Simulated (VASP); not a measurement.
Set up this calculation in VASP 6.6.1, as the native input.

| Item | Value |
| --- | --- |
| Task | single point |
| Functional | PBE |
| Potentials or basis | VASP PAW PBE potentials, release 64 (Si) |
| Cutoff | 500 eV |
| k mesh | 15 × 15 × 15 |
| Occupations | gaussian, width 0.1 eV |
| Spin | no spin polarisation |
| Dipole correction | no |
| Further INCAR settings | ALGO = Normal; EDIFF = 1e-06; NBANDS = 8 |

The structure of Si lies in POSCAR:

```
Si
1.0
    0.0000000000      1.6700000000      1.6700000000
    1.6700000000      0.0000000000      1.6700000000
    1.6700000000      1.6700000000      0.0000000000
Si
1
Direct
    0.0000000000      0.0000000000      0.0000000000
```

These files were run (other wordings do the same):

INCAR

```
PREC = Accurate
ENCUT = 500
EDIFF = 1E-6
ISMEAR = 0
SIGMA = 0.1
LREAL = F
LASPH = T
NELM = 120
ALGO = Normal
ISIF = 2
LWAVE = F
LCHARG = F
GGA = PE
NBANDS = 8
GGA_COMPAT = F
```

KPOINTS

```
regular mesh
0
Gamma
  15 15 15
```

Potentials or basis: VASP PAW PBE potentials, release 64 (Si).

The run is started by

```bash
$ cat potpaw_PBE.64/Si/POTCAR > POTCAR
$ mpirun -np 1 vasp_std > vasp.out
```

Results of the run:

```json
{
 "Pressure": "94.0 GPa",
 "Band gap on the k mesh": "zero (band 2 reaches 30.90 eV, above the bottom of band 3 at 13.99 eV)"
}
```

It took 13 s on 1 thread of Intel Xeon 8259CL, on a shared host, peak memory 0.11 GiB.
